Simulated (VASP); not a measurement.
ScAl, 2 atoms in the cell. Symmetry: Pm-3m, No. 221, cubic system. The conventional cell has a = 3.344 Å, b = 3.344 Å, c = 3.344 Å, α = 90.00°, β = 90.00°, γ = 90.00°. Sc (site symmetry m-3m) has 8 Al at 2.90 Å and 6 Sc at 3.34 Å within 3.8 Å. Within 3.8 Å of Al (site symmetry m-3m) lie 8 Sc at 2.90 Å and 6 Al at 3.34 Å. 

| Item | Value |
| --- | --- |
| Program | VASP 6.6.1 |
| Task | relaxation of cell and atoms |
| Functional | PBEsol |
| Potentials or basis | VASP PAW PBE potentials, release 64 (Sc_sv, Al) |
| Cutoff | 600 eV |
| k mesh | 12 × 12 × 12 |
| Occupations | fermi-dirac, width 0.15 eV |
| Spin | no spin polarisation |
| Dipole correction | no |
| Further INCAR settings | ALGO = Normal; EDIFF = 1e-07; IBRION = 2; EDIFFG = -0.001; NSW = 80; ISIF = 3 |

Potentials or basis: VASP PAW PBE potentials, release 64 (Sc_sv, Al).

The run is started by

```console
$ cat potpaw_PBE.64/Sc_sv/POTCAR potpaw_PBE.64/Al/POTCAR > POTCAR
$ mpirun -np 1 vasp_std > vasp.out
```

Hardware: 1 thread of Intel(R) Xeon(R) Platinum 8259CL CPU @ 2.50GHz (Skylake/Cascade Lake), on a shared host.

Q: Estimate the wall time of this run.

A: Run time: 71 s on 1 thread of Intel(R) Xeon(R) Platinum 8259CL CPU @ 2.50GHz (Skylake/Cascade Lake), with other jobs on the host, peak memory 0.19 GiB. Counts: scf iterations 27, k points 84, ion steps 3.
